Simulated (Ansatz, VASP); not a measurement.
**FeO: VASP beside Ansatz**

File INCAR:

```
SYSTEM = FeO
ALGO = Normal
EDIFF = 1E-6
ENCUT = 520
GGA = PS
ISIF = 2
ISMEAR = 0
ISPIN = 2
LASPH = .TRUE.
LCHARG = .FALSE.
LDAU = .TRUE.
LDAUJ = 0 0
LDAUL = 2 -1
LDAUPRINT = 1
LDAUTYPE = 2
LDAUU = 5 0
LMAXMIX = 4
LORBIT = 11
LREAL = .FALSE.
LWAVE = .FALSE.
MAGMOM = 4 0
NBANDS = 18
NELM = 150
PREC = Accurate
SIGMA = 0.05
```

KPOINTS

```
k-points
0
G
  8 8 8
  0 0 0
```

File POSCAR:

```
FeO
1.0
    0.0000000000      2.1554001600      2.1554001600
    2.1554001600      0.0000000000      2.1554001600
    2.1554001600      2.1554001600      0.0000000000
Fe O
1 1
Direct
    0.0000000000      0.0000000000      0.0000000000
    0.5000000000      0.5000000000      0.5000000000
```

Input for Ansatz:

```yaml
crystal:
  lattice:
    - [0.0, 2.15540016, 2.15540016]
    - [2.15540016, 0.0, 2.15540016]
    - [2.15540016, 2.15540016, 0.0]
  atoms:
    - { symbol: Fe, position: [0.0, 0.0, 0.0], spin: 4.0 }
    - { symbol: O, position: [0.5, 0.5, 0.5] }
basis:
  ecutwfc: 420
  ecutrho_ratio: 4
kpoints:
  mp_grid: { grid: [8, 8, 8] }
hamiltonian:
  xc: pbesol
  hubbard: { sites: [{ site: 0, l: d, u_eff: 5.0 }] }
scf:
  occupations: { method: gaussian, width: 0.05 }
  lower_state_search: "off"
  max_iter: 150
output:
  forces: true
  stress: true
  eigenvalues: true
  populations: true
  hubbard: { sites: [{ site: 0, l: d }] }
magnetization:
  spin_polarized: true
```

Alike in both runs: task single point; functional PBEsol; k mesh 8 × 8 × 8; occupations gaussian, width 0.05 eV; collinear spin; Hubbard terms Fe d U = 5.0 eV.

|  | VASP | Ansatz |
| --- | --- | --- |
| version | VASP 6.6.1 | Ansatz 0.2.0 |
| potentials or method | VASP PAW PBE potentials, release 64 (Fe, O), cutoff 520 eV | scalar-relativistic, plane waves, PAW |
| valence electrons in the cell | 14 | 22 |

Ansatz gave:

```
gap on the k mesh at the Fermi level (eV)                     : none
pressure (GPa)                                                : -4.5
net moment per atom (μB)                                      : 2.00
size of the moment on the site where the two differ most (μB) : 3.54
```

Problem. What did VASP give for the same quantities?

Solution. gap on the k mesh at the Fermi level (eV): none; pressure (GPa): -8.8; net moment per atom (μB): 2.00; size of the moment on the site where the two differ most (μB): 3.86.

VASP's potentials were made for PBE, not for PBEsol. Site moments also hang on the region over which each program counts them. The programs project onto different local orbitals, so the same U acts differently, and such runs can settle in different states. A gap of «none» marks a metal or a gap that the smearing closes. VASP's potentials hold 14 valence electrons a cell and Ansatz's 22, so a difference there can come from the potentials and not from the codes. Ansatz's warnings: filled band counts differ across k points.
